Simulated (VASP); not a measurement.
Wanted: the native input for a VASP 6.6.1 run.

```yaml
Task: single point
Functional: PBE
Potentials_or_basis: VASP PAW PBE potentials, release 64 (Cu)
Cutoff: 520 eV
k_mesh: 14 × 16 × 14
Occupations: gaussian, width 0.1 eV
Spin: no spin polarisation
Dipole_correction: no
Further_INCAR_settings: ALGO = Normal; EDIFF = 1e-06; NBANDS = 18
```

The structure of Cu lies in POSCAR:

```
Cu
1.0
    1.4677704159     -4.1632161663     -0.0632134642
    1.1496601751      4.0657390711     -0.0131111013
   -0.0775325198      0.0155956218      2.5171333582
Cu
2
Direct
    0.1388016426      0.8843668771      0.2510462552
    0.8611983574      0.1156331229      0.7489537448
```

This cell differs from its parent crystal: strained and its atoms moved.

The input as run:

INCAR

```
ALGO = Normal
EDIFF = 1E-6
ENCUT = 520
GGA = PE
ISIF = 2
ISMEAR = 0
LASPH = True
LCHARG = False
LREAL = False
LWAVE = False
NBANDS = 18
NELM = 100
PREC = Accurate
SIGMA = 0.1
```

KPOINTS

```
k-points
0
Gamma
  14 16 14
```

Potentials or basis: VASP PAW PBE potentials, release 64 (Cu).

Launch:

```sh
$ cat potpaw_PBE.64/Cu/POTCAR > POTCAR
$ mpirun -np 1 vasp_std > vasp.out
```

It gave:

```
Pressure               : -6.4 GPa
Largest force          : 0.713 eV/Å
Band gap on the k mesh : zero (band 11 reaches 9.36 eV, above the bottom of band 12 at 4.46 eV)
```

Caveat: the cell differs from its parent crystal (strained and its atoms moved).

Wall time 4.2 min on 1 thread of Intel(R) Xeon(R) Platinum 8559C (Emerald Rapids) (shared host), peak memory 0.68 GiB.
